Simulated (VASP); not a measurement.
# TaAs (Fm-3m) in VASP: further runs, part 3 of 3

VASP 6.6.1. The steps go on from the part before.

### Step 5. Single point, PBEsol (volume scaled by 1.040)

INCAR

```
SYSTEM = TaAs
ALGO = Normal
EDIFF = 1E-6
ENCUT = 520
GGA = PS
ISIF = 2
ISMEAR = 0
LASPH = .TRUE.
LCHARG = .FALSE.
LREAL = .FALSE.
LWAVE = .FALSE.
NBANDS = 15
NELM = 80
PREC = Accurate
SIGMA = 0.05
```

KPOINTS

```
k-points
0
G
  10 10 10
  0 0 0
```

POSCAR

```
TaAs
1.0
    0.0000000000      2.6358728992      2.6358728992
    2.6358728992      0.0000000000      2.6358728992
    2.6358728992      2.6358728992      0.0000000000
Ta As
1 1
Direct
    0.5000000000      0.5000000000      0.5000000000
    0.0000000000      0.0000000000      0.0000000000
```

Potentials or basis: VASP PAW PBE potentials, release 64 (Ta_pv, As).

Command:

```sh
$ cat potpaw_PBE.64/Ta_pv/POTCAR potpaw_PBE.64/As/POTCAR > POTCAR
$ mpirun -np 1 vasp_std > vasp.out
```

OUTCAR:

```text
SYSTEM = TaAs
   EDIFF = 1E-6
   ENCUT = 520
   GGA = PS
   ISIF = 2
   ISMEAR = 0
   LASPH = .TRUE.
   LREAL = .FALSE.
   NELM = 80
   PREC = Accurate

 ion  position               nearest neighbor table
   1  0.500  0.500  0.500-   2 2.64   2 2.64   2 2.64   2 2.64   2 2.64   2 2.64
   2  0.000  0.000  0.000-   1 2.64   1 2.64   1 2.64   1 2.64   1 2.64   1 2.64

  LATTYP: Found a face centered cubic cell.
 ALAT       =     5.2717457984

  Lattice vectors:

 A1 = (   0.0000000000,   2.6358728992,   2.6358728992)
 A2 = (   2.6358728992,   0.0000000000,   2.6358728992)
 A3 = (   2.6358728992,   2.6358728992,   0.0000000000)

Analysis of symmetry for initial positions (statically):
=====================================================================
 Subroutine PRICEL returns:
 Original cell was already a primitive cell.

 Routine SETGRP: Setting up the symmetry group for a
 face centered cubic supercell.

 Subroutine GETGRP returns: Found 48 space group operations
 (whereof 48 operations were pure point group operations)
 out of a pool of 48 trial point group operations.

The static configuration has the point symmetry O_h .

Analysis of symmetry for dynamics (positions and initial velocities):
=====================================================================
 Subroutine PRICEL returns:
 Original cell was already a primitive cell.

 Routine SETGRP: Setting up the symmetry group for a
 face centered cubic supercell.

 Subroutine GETGRP returns: Found 48 space group operations
 (whereof 48 operations were pure point group operations)
 out of a pool of 48 trial point group operations.

The dynamic configuration has the point symmetry O_h .

 Subroutine INISYM returns: Found 48 space group operations
 (whereof 48 operations are pure point group operations),
 and found     1 'primitive' translations

----------------------------------------------------------------------------------------

                                     Primitive cell

[... 120 lines left out ...]
   LRPA    =     F    only Hartree local field effects (RPA)
 non-spin polarized calculation
 Gauss-broadening in eV      SIGMA  =   0.05
  energy-cutoff  :      520.00
  volume of cell :       36.63
 maximum number of plane-waves:       998
   NGX = 13   NGY = 13   NGZ = 13

 number of electron      15.9999999 magnetization

 Free energy of the ion-electron system (eV)
  ---------------------------------------------------
  ext. energy  EPLUGINS =         0.00000000
  ---------------------------------------------------
  free energy    TOTEN  =       -17.66881506 eV

  energy without entropy =      -17.66727991  energy(sigma->0) =      -17.66804748

 E-fermi :   7.0150     XC(G=0): -11.7449

 val. band max:        7.0053805898   @ k =  -0.3000   0.2000   0.0000
 cond. band min:       7.0268553738   @ k =  -0.3000   0.4000   0.2000
 fundamental gap:      0.0214747840
 Fermi energy:         7.0150082406

 k-point     1 :       0.0000    0.0000    0.0000
  band No.  band energies     occupation
      1     -28.4959      2.00000
      2     -28.4959      2.00000
      3     -28.4959      2.00000
      4      -7.1933      2.00000
      5       5.4228      2.00000
      6       5.4228      2.00000
      7       5.4228      2.00000
      8       6.1455      2.00000
      9       6.1455      2.00000
     10       6.5783      2.00000
     11       6.5783      2.00000
     12       6.5783      2.00000
     13      10.6344      0.00000
     14      14.3375      0.00000
[... 401 lines left out ...]
      2     -28.5330      2.00000
      3     -28.5295      2.00000
      4      -5.4500      2.00000
      5       1.0374      2.00000
      6       3.2094      2.00000
      7       4.0589      2.00000
      8       4.8819      2.00000
      9       7.4044      0.00000
     10       8.6080      0.00000
     11       9.0309      0.00000
     12      10.4091      0.00000
     13      11.1103      0.00000
     14      16.5783      0.00000
     15      17.7241      0.00000

 [... further k-points ...]

------------------------ aborting loop because EDIFF is reached ----------------------------------------

  FORCE on cell =-STRESS in cart. coord.  units (eV):
  Direction    XX          YY          ZZ          XY          YZ          ZX
  --------------------------------------------------------------------------------------
  -------------------------------------------------------------------------------------
  Total       -1.2704532     -1.2704532     -1.2704532      0.0000000     -0.0000000     -0.0000000
  in kB      -55.5732578    -55.5732578    -55.5732578      0.0000000     -0.0000000     -0.0000000
  external PRESSURE =     -55.5732578 kB  Pullay stress =       0.0000000 kB

 VOLUME and BASIS-vectors are now :
 -----------------------------------------------------------------------------
  energy-cutoff  :      520.00
  volume of cell :       36.63
      direct lattice vectors                 reciprocal lattice vectors
     0.000000000  2.635872899  2.635872899    -0.189690482  0.189690482  0.189690482
     2.635872899  0.000000000  2.635872899     0.189690482 -0.189690482  0.189690482
     2.635872899  2.635872899  0.000000000     0.189690482  0.189690482 -0.189690482

 POSITION                                       TOTAL-FORCE (eV/Angst)
 -----------------------------------------------------------------------------------
      2.63587      2.63587      2.63587        -0.000000      0.000000     -0.000000
      0.00000      0.00000      0.00000         0.000000     -0.000000      0.000000
 -----------------------------------------------------------------------------------
    total drift:                                0.000000      0.000000      0.000000

  FREE ENERGIE OF THE ION-ELECTRON SYSTEM (eV)
  ---------------------------------------------------
  free  energy   TOTEN  =       -17.6688150585 eV

  energy  without entropy=      -17.6672799082  energy(sigma->0) =      -17.66804748
```

It took 18 s on 1 thread of Intel Xeon Platinum 8488C (Sapphire Rapids), shared host; peak memory 0.16 GiB.

Results:

```
Free energy            : -17.6688 eV
Pressure               : -5.6 GPa
Band gap on the k mesh : zero (band 8 reaches 7.85 eV, above the bottom of band 9 at 5.72 eV)
```

Caveat: the PAW data sets were made with another functional, which shifts forces and pressure a little; spin-orbit coupling is left out, which moves the levels of the heavy elements.

### Step 6. Overview

```tsv
cell	gap on the mesh (eV)	pressure (GPa)
a = 3.655 Å, angles 60.0°, 2 atoms	none	4.3
a = 3.681 Å, angles 60.0°, 2 atoms	none	0.4
a = 3.704 Å, angles 60.0°, 2 atoms	none	-2.6
a = 3.728 Å, angles 60.0°, 2 atoms	none	-5.6
```

Alike in all rows: task single point; level PBEsol; potentials or basis VASP PAW PBE potentials, release 64 (Ta_pv, As); no spin polarisation; k mesh 10 × 10 × 10; cutoff (eV) 520; smearing gaussian 0.05 eV.

Caveats: the PAW data sets were made with another functional, which shifts forces and pressure a little; spin-orbit coupling is left out, which moves the levels of the heavy elements.

Total energies depend on the potentials used, so only differences within one code and one set of settings carry meaning.
